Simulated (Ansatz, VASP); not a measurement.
One calculation of CaSe, two programs

```xyz
4
Lattice="4.2792 0.0000 0.0000 -2.1396 3.7059 0.0000 0.0000 0.0000 7.0777" Properties=species:S:1:pos:R:3 pbc="T T T"
Ca    0.0000    0.0000    0.0000
Ca    0.0000    0.0000    3.5388
Se    0.0000    2.4706    1.7694
Se    2.1396    1.2353    5.3083
```

Change from the starting cell: epitaxial_xy strain +3.6%.

Alike in both runs: task single point; functional PBE; k mesh 12 × 12 × 4; occupations fermi-dirac, width 0.02 eV; no spin polarisation.

|  | VASP | Ansatz |
| --- | --- | --- |
| version | VASP 6.6.1 | Ansatz 0.2.0 |
| potentials or method | VASP PAW PBE potentials, release 64 (Ca_sv, Se) | plane waves, PAW |
| plane-wave cutoff (eV) | 520 | 420 |
| valence electrons in the cell | 32 | 52 |

Ansatz gave:

* gap on the k mesh at the Fermi level (eV): 2.31
* pressure (GPa): -1.8
* traceless stress, the component that is largest in VASP (GPa): 2.39

Which values does VASP return?

gap on the k mesh at the Fermi level (eV): 2.30; pressure (GPa): -1.7; traceless stress, the component that is largest in VASP (GPa): 2.40.

VASP's potentials hold 32 valence electrons a cell and Ansatz's 52, so a difference there can come from the potentials and not from the codes.
